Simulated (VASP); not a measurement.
# ZnS (Wurtzite-2H) (P6_3mc) in VASP: a series of runs, part 2 of 2

VASP 6.6.1. Earlier steps stand in the parts before.

## (4) Single point, LDA

This run uses another cell than the first one, of 19.60 Å³/atom, 1.020 times its volume.

The input, INCAR:

```
PREC = Accurate
ENCUT = 520
EDIFF = 1E-6
ISMEAR = -1
SIGMA = 0.05
LREAL = F
LASPH = T
NELM = 80
ALGO = Normal
ISIF = 2
LWAVE = F
LCHARG = F
GGA = CA
NBANDS = 26
```

The input, KPOINTS:

```
regular mesh
0
Gamma
  8 8 5
```

The input, POSCAR:

```
ZnS
1.0
    3.8110000000      0.0000000000      0.0000000000
   -1.9055000000      3.3004228138      0.0000000000
    0.0000000000      0.0000000000      6.2340000000
Zn S
2 2
Direct
    0.6666666667      0.3333333333      0.5000000000
    0.3333333333      0.6666666667      0.0000000000
    0.6666666667      0.3333333333      0.8850000000
    0.3333333333      0.6666666667      0.3850000000
```

Potentials or basis: VASP PAW LDA potentials, release 64 (Zn, S).

Started as:

```bash
cat potpaw_LDA.64/Zn/POTCAR potpaw_LDA.64/S/POTCAR > POTCAR
mpirun -np 1 vasp_std > vasp.out
```

OUTCAR:

```text
PREC = Accurate
   ENCUT = 520
   EDIFF = 1E-6
   ISMEAR = -1
   LREAL = F
   LASPH = T
   NELM = 80
   ISIF = 2
   GGA = CA

 ion  position               nearest neighbor table
   1  0.667  0.333  0.500-   4 2.31   4 2.31   4 2.31   3 2.40
   2  0.333  0.667  0.000-   3 2.31   3 2.31   3 2.31   4 2.40
   3  0.667  0.333  0.885-   2 2.31   2 2.31   2 2.31   1 2.40
   4  0.333  0.667  0.385-   1 2.31   1 2.31   1 2.31   2 2.40

  LATTYP: Found a hexagonal cell.
 ALAT       =     3.8110000000
[... 887 lines left out ...]
     25      10.8373      0.00000
     26      11.2704      0.00000

 [... further k-points ...]
[... 5 lines left out ...]
  --------------------------------------------------------------------------------------
  -------------------------------------------------------------------------------------
  Total       -1.5483539     -1.5483539     -2.3018739      0.0000000     -0.0000000      0.0000000
  in kB      -31.6377431    -31.6377431    -47.0345268      0.0000000     -0.0000000      0.0000000
  external PRESSURE =     -36.7700043 kB  Pullay stress =       0.0000000 kB

 VOLUME and BASIS-vectors are now :
 -----------------------------------------------------------------------------
  energy-cutoff  :      520.00
  volume of cell :       78.41
      direct lattice vectors                 reciprocal lattice vectors
     3.811000000  0.000000000  0.000000000     0.262398321  0.151495741  0.000000000
    -1.905500000  3.300422814  0.000000000     0.000000000  0.302991482  0.000000000
     0.000000000  0.000000000  6.234000000     0.000000000  0.000000000  0.160410651

 POSITION                                       TOTAL-FORCE (eV/Angst)
 -----------------------------------------------------------------------------------
      1.90550      1.10014      3.11700         0.000000     -0.000000      0.297829
     -0.00000      2.20028      0.00000        -0.000000      0.000000      0.297829
      1.90550      1.10014      5.51709        -0.000000     -0.000000     -0.297829
     -0.00000      2.20028      2.40009        -0.000000     -0.000000     -0.297829
 -----------------------------------------------------------------------------------
    total drift:                               -0.000000     -0.000000      0.000208

  FREE ENERGIE OF THE ION-ELECTRON SYSTEM (eV)
  ---------------------------------------------------
  free  energy   TOTEN  =       -16.3352868957 eV

  energy  without entropy=      -16.3352868956  energy(sigma->0) =      -16.33528690
```

OSZICAR:

```text
N       E                     dE             d eps       ncg     rms          rms(c)
DAV:   1     0.244239453679E+03    0.24424E+03   -0.16934E+04  1560   0.166E+03
DAV:   2     0.742740679830E+01   -0.23681E+03   -0.22652E+03  1600   0.354E+02
DAV:   3    -0.166108257225E+02   -0.24038E+02   -0.23791E+02  1930   0.112E+02
DAV:   4    -0.171861929893E+02   -0.57537E+00   -0.57397E+00  1774   0.175E+01
DAV:   5    -0.171953682592E+02   -0.91753E-02   -0.91730E-02  1950   0.218E+00    0.986E+00
DAV:   6    -0.163727974927E+02    0.82257E+00   -0.16718E+00  2288   0.378E+01    0.748E+00
DAV:   7    -0.163503511836E+02    0.22446E-01   -0.10964E+00  1680   0.662E+00    0.317E+00
DAV:   8    -0.163361260326E+02    0.14225E-01   -0.33069E-02  1880   0.129E+00    0.779E-01
DAV:   9    -0.163352247485E+02    0.90128E-03   -0.69688E-03  2130   0.110E+00    0.219E-01
DAV:  10    -0.163352717261E+02   -0.46978E-04   -0.32250E-04  1838   0.199E-01    0.101E-01
DAV:  11    -0.163352873608E+02   -0.15635E-04   -0.38831E-05  1662   0.486E-02    0.363E-02
DAV:  12    -0.163352868957E+02    0.46517E-06   -0.13395E-06  1400   0.200E-02
   1 F= -.16335287E+02 E0= -.16335287E+02  d E =-.490691E-10
```

Wall time 33 s (1 thread of Intel Xeon Platinum 8259CL at 2.50GHz (Skylake/Cascade Lake), shared host); peak memory 0.19 GiB.

Results:

- Free energy: -16.3353 eV
- Pressure: -3.7 GPa
- Largest force: 0.298 eV/Å
- Band gap on the k mesh: 2.02 eV, direct

Forces in eV/Å, atoms in the order of the input:
```
Zn   0.000  0.000  0.298
Zn   0.000  0.000  0.298
S    0.000  0.000 -0.298
S    0.000  0.000 -0.298
```

Stress tensor (GPa, compression positive):
```
-3.16  0.00  0.00
 0.00 -3.16  0.00
 0.00  0.00 -4.70
```

Levels at points of the mesh, in eV from the valence-band top:
```csv
k point,band 14,band 15,band 16,band 17,band 18,band 19,band 20,band 21,band 22,band 23
"(0.00, 0.00, 0.00)",-0.88,-0.88,-0.02,-0.02,0.00,2.02,2.80,6.15,6.15,6.46
"(0.50, 0.00, 0.00)",-4.30,-3.22,-2.28,-1.61,-1.00,3.42,4.10,5.00,7.01,7.26
```

## (5) Single point, LDA (volume scaled by 1.02)

The input, INCAR:

```
SYSTEM = ZnS
PREC     = Accurate       ! precision mode
ENCUT    = 520            ! plane-wave cutoff, eV
EDIFF    = 1E-6           ! SCF threshold, eV
ISMEAR   = -1             ! smearing method
SIGMA    = 0.05           ! smearing width, eV
LREAL    = .FALSE.        ! projectors in reciprocal space
LASPH    = .TRUE.         ! aspherical terms in the spheres
NELM     = 80             ! most SCF steps
ALGO     = Normal         ! electronic algorithm
ISIF     = 2              ! what is computed and relaxed
LWAVE    = .FALSE.        ! write WAVECAR
LCHARG   = .FALSE.        ! write CHGCAR
GGA      = CA             ! functional
NBANDS   = 26             ! bands
```

The input, KPOINTS:

```
Automatic mesh
0
G
  8 8 5
  0 0 0
```

The input, POSCAR:

```
ZnS
1.0
    3.8362391461      0.0000000000      0.0000000000
   -1.9181195731      3.3222805555      0.0000000000
    0.0000000000      0.0000000000      6.2752859714
Zn S
2 2
Direct
    0.6666666667      0.3333333333      0.5000000000
    0.3333333333      0.6666666667      0.0000000000
    0.6666666667      0.3333333333      0.8850000000
    0.3333333333      0.6666666667      0.3850000000
```

Potentials or basis: VASP PAW LDA potentials, release 64 (Zn, S).

Started as:

```bash
cat potpaw_LDA.64/Zn/POTCAR potpaw_LDA.64/S/POTCAR > POTCAR
mpirun -np 1 vasp_std > vasp.out
```

OUTCAR:

```text
SYSTEM = ZnS
   PREC = Accurate
   ENCUT = 520
   EDIFF = 1E-6
   ISMEAR = -1
   LREAL = .FALSE.
   LASPH = .TRUE.
   NELM = 80
   ISIF = 2
   GGA = CA

 ion  position               nearest neighbor table
   1  0.667  0.333  0.500-   4 2.33   4 2.33   4 2.33   3 2.42
   2  0.333  0.667  0.000-   3 2.33   3 2.33   3 2.33   4 2.42
   3  0.667  0.333  0.885-   2 2.33   2 2.33   2 2.33   1 2.42
   4  0.333  0.667  0.385-   1 2.33   1 2.33   1 2.33   2 2.42

  LATTYP: Found a hexagonal cell.
 ALAT       =     3.8362391461
 C/A-ratio  =     1.6357911310

[... 887 lines left out ...]
     26      11.0354      0.00000

 [... further k-points ...]
[... 5 lines left out ...]
  --------------------------------------------------------------------------------------
  -------------------------------------------------------------------------------------
  Total       -2.2775642     -2.2775642     -2.9097271      0.0000000      0.0000000      0.0000000
  in kB      -45.6252970    -45.6252970    -58.2890993      0.0000000      0.0000000      0.0000000
  external PRESSURE =     -49.8465645 kB  Pullay stress =       0.0000000 kB

 VOLUME and BASIS-vectors are now :
 -----------------------------------------------------------------------------
  energy-cutoff  :      520.00
  volume of cell :       79.98
      direct lattice vectors                 reciprocal lattice vectors
     3.836239146  0.000000000  0.000000000     0.260671966  0.150499030  0.000000000
    -1.918119573  3.322280555  0.000000000     0.000000000  0.300998059  0.000000000
     0.000000000  0.000000000  6.275285971     0.000000000  0.000000000  0.159355287

 POSITION                                       TOTAL-FORCE (eV/Angst)
 -----------------------------------------------------------------------------------
      1.91812      1.10743      3.13764        -0.000000      0.000000      0.275038
     -0.00000      2.21485      0.00000         0.000000     -0.000000      0.275038
      1.91812      1.10743      5.55363         0.000000      0.000000     -0.275038
     -0.00000      2.21485      2.41599         0.000000     -0.000000     -0.275038
 -----------------------------------------------------------------------------------
    total drift:                               -0.000000     -0.000000      0.000141

  FREE ENERGIE OF THE ION-ELECTRON SYSTEM (eV)
  ---------------------------------------------------
  free  energy   TOTEN  =       -16.2930936449 eV

  energy  without entropy=      -16.2930936448  energy(sigma->0) =      -16.29309364
```

OSZICAR:

```text
N       E                     dE             d eps       ncg     rms          rms(c)
DAV:   1     0.242386488098E+03    0.24239E+03   -0.16974E+04  1560   0.165E+03
DAV:   2     0.763291274707E+01   -0.23475E+03   -0.22414E+03  1584   0.352E+02
DAV:   3    -0.165643031004E+02   -0.24197E+02   -0.23958E+02  1906   0.113E+02
DAV:   4    -0.171394385269E+02   -0.57514E+00   -0.57378E+00  1792   0.174E+01
DAV:   5    -0.171483350275E+02   -0.88965E-02   -0.88946E-02  1898   0.214E+00    0.950E+00
DAV:   6    -0.163296956324E+02    0.81864E+00   -0.16613E+00  2292   0.373E+01    0.724E+00
DAV:   7    -0.163075916180E+02    0.22104E-01   -0.10488E+00  1684   0.646E+00    0.312E+00
DAV:   8    -0.162938495219E+02    0.13742E-01   -0.32630E-02  1954   0.136E+00    0.749E-01
DAV:   9    -0.162930292221E+02    0.82030E-03   -0.65045E-03  2168   0.114E+00    0.213E-01
DAV:  10    -0.162930784867E+02   -0.49265E-04   -0.32524E-04  1840   0.199E-01    0.985E-02
DAV:  11    -0.162930943724E+02   -0.15886E-04   -0.43832E-05  1644   0.507E-02    0.385E-02
DAV:  12    -0.162930936449E+02    0.72746E-06   -0.26532E-06  1868   0.335E-02
   1 F= -.16293094E+02 E0= -.16293094E+02  d E =-.116899E-09
```

Wall time 41 s (1 thread of Intel Xeon Platinum 8259CL at 2.50GHz (Skylake/Cascade Lake), shared host); peak memory 0.19 GiB.

Results:

```
Free energy            : -16.2931 eV
Pressure               : -5.0 GPa
Largest force          : 0.275 eV/Å
Band gap on the k mesh : 1.92 eV, direct
```

Forces in eV/Å, atoms in the order of the input:
```
Zn   0.000  0.000  0.275
Zn   0.000  0.000  0.275
S    0.000  0.000 -0.275
S    0.000  0.000 -0.275
```

Levels at points of the mesh, in eV from the valence-band top:
```csv
k point,band 16,band 17,band 18,band 19,band 20,band 21
"(0.00, 0.00, 0.00)",-0.02,-0.02,0.00,1.92,2.76,6.16
"(0.50, 0.00, 0.00)",-2.22,-1.55,-0.97,3.43,4.04,5.01
```

Caveat: the cell differs from its parent crystal (volume scaled by 1.02).

## (6) Single point, LDA (volume scaled by 1.04)

The input, INCAR:

```
ALGO = Normal
EDIFF = 1E-6
ENCUT = 520
GGA = CA
ISIF = 2
ISMEAR = -1
LASPH = True
LCHARG = False
LREAL = False
LWAVE = False
NBANDS = 26
NELM = 80
PREC = Accurate
SIGMA = 0.05
```

The input, KPOINTS:

```
k-points
0
Gamma
  8 8 5
```

The input, POSCAR:

```
ZnS
1.0
    3.8611504880      0.0000000000      0.0000000000
   -1.9305752440      3.3438544104      0.0000000000
    0.0000000000      0.0000000000      6.3160357234
Zn S
2 2
Direct
    0.6666666667      0.3333333333      0.5000000000
    0.3333333333      0.6666666667      0.0000000000
    0.6666666667      0.3333333333      0.8850000000
    0.3333333333      0.6666666667      0.3850000000
```

Potentials or basis: VASP PAW LDA potentials, release 64 (Zn, S).

Started as:

```bash
cat potpaw_LDA.64/Zn/POTCAR potpaw_LDA.64/S/POTCAR > POTCAR
mpirun -np 1 vasp_std > vasp.out
```

It took 44 s on 1 thread of Intel Xeon Platinum 8259CL at 2.50GHz (Skylake/Cascade Lake), shared host; peak memory 0.19 GiB.

It converged, with:

```yaml
Free_energy: -16.2388 eV
Pressure: -6.1 GPa
Largest_force: 0.254 eV/Å
Band_gap_on_the_k_mesh: 1.83 eV, direct
```

Forces in eV/Å, atoms in the order of the input:
```
Zn   0.000  0.000  0.254
Zn   0.000  0.000  0.254
S    0.000  0.000 -0.254
S    0.000  0.000 -0.254
```

Stress tensor (GPa, compression positive):
```
-5.80  0.00  0.00
 0.00 -5.80  0.00
 0.00  0.00 -6.82
```

Levels at points of the mesh, in eV from the valence-band top:
```
           k point  band 14  band 15  band 16  band 17  band 18  band 19  band 20  band 21  band 22  band 23
(0.00, 0.00, 0.00)    -0.83    -0.83    -0.03    -0.03     0.00     1.83     2.71     6.16     6.16     6.46
(0.50, 0.00, 0.00)    -4.15    -3.04    -2.15    -1.50    -0.95     3.43     3.98     5.02     7.01     7.08
```

Caveat: the cell differs from its parent crystal (volume scaled by 1.04).

## (7) Overview

| level | potentials or basis | cell | gap on the mesh (eV) | pressure (GPa) | largest force (eV/Å) |
| --- | --- | --- | --- | --- | --- |
| LDA | VASP PAW LDA potentials, release 64 (Zn, S) | a = 3.785, b = 3.785, c = 6.192 Å, angles 90.0, 90.0, 120.0°, 4 atoms | 2.12 | -2.2 | 0.32 |
| PBEsol | VASP PAW PBE potentials, release 64 (Zn, S) | a = 3.785, b = 3.785, c = 6.192 Å, angles 90.0, 90.0, 120.0°, 4 atoms | 2.21 | 0.5 | 0.33 |
| LDA | VASP PAW LDA potentials, release 64 (Zn, S) | a = 3.811, b = 3.811, c = 6.234 Å, angles 90.0, 90.0, 120.0°, 4 atoms | 2.02 | -3.7 | 0.30 |
| LDA | VASP PAW LDA potentials, release 64 (Zn, S) | a = 3.836, b = 3.836, c = 6.275 Å, angles 90.0, 90.0, 120.0°, 4 atoms | 1.92 | -5.0 | 0.28 |
| LDA | VASP PAW LDA potentials, release 64 (Zn, S) | a = 3.861, b = 3.861, c = 6.316 Å, angles 90.0, 90.0, 120.0°, 4 atoms | 1.83 | -6.1 | 0.25 |

Alike in all rows: task single point; no spin polarisation; k mesh 8 × 8 × 5; cutoff (eV) 520; smearing fermi-dirac 0.05 eV.

Caveats: the PAW data sets were made with another functional, which shifts forces and pressure a little (some runs).

Absolute energies hang on the potentials; compare differences alone.
